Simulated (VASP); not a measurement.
Write the native input for VASP 6.6.1 that does the following.

```
Task                   : single point
Functional             : PBE
Potentials or basis    : VASP PAW PBE potentials, release 64 (Sr_sv, Ti_sv, O)
Cutoff                 : 520 eV
k mesh                 : 8 × 8 × 8
Occupations            : gaussian, width 0.05 eV
Spin                   : no spin polarisation
Dipole correction      : no
Further INCAR settings : ALGO = Normal; EDIFF = 1e-06; NBANDS = 51
```

The structure of SrTiO3 lies in POSCAR:

```
SrTiO3
1.0
   -2.8053535763      2.8053535763      3.9861946828
    2.8053535763     -2.8053535763      3.9861946828
    2.8053535763      2.8053535763     -3.9861946828
Sr Ti O
2 2 6
Direct
    0.7500000000      0.2500000000      0.5000000000
    0.2500000000      0.7500000000      0.5000000000
    0.0000000000      0.0000000000      0.0000000000
    0.5000000000      0.5000000000      0.0000000000
    0.2500000000      0.2500000000      0.0000000000
    0.7500000000      0.7500000000      0.0000000000
    0.7280787197      0.2280787197      0.9561574394
    0.2280787197      0.2719212803      0.5000000000
    0.2719212803      0.7719212803      0.0438425606
    0.7719212803      0.7280787197      0.5000000000
```

The input as run:

INCAR

```
SYSTEM = SrTiO3
  ALGO = Normal
  EDIFF = 1E-6
  ENCUT = 520
  GGA = PE
  ISIF = 2
  ISMEAR = 0
  LASPH = .True.
  LCHARG = .False.
  LREAL = .False.
  LWAVE = .False.
  NBANDS = 51
  NELM = 100
  PREC = Accurate
  SIGMA = 0.05
```

KPOINTS

```
k-points
0
Gamma
  8 8 8
  0 0 0
```

Potentials or basis: VASP PAW PBE potentials, release 64 (Sr_sv, Ti_sv, O).

Launch:

```sh
$ cat potpaw_PBE.64/Sr_sv/POTCAR potpaw_PBE.64/Ti_sv/POTCAR potpaw_PBE.64/O/POTCAR > POTCAR
$ mpirun -np 1 vasp_std > vasp.out
```

Results of the run:

The pressure is -4.2 GPa and the largest force is 0.020 eV/Å. The band gap on the k mesh is 1.83 eV, indirect (the least direct gap lies 2.6 meV higher).

Run time: 5 min on 1 thread of Intel(R) Xeon(R) 6975P-C (Granite Rapids) (shared host), peak memory 0.46 GiB.
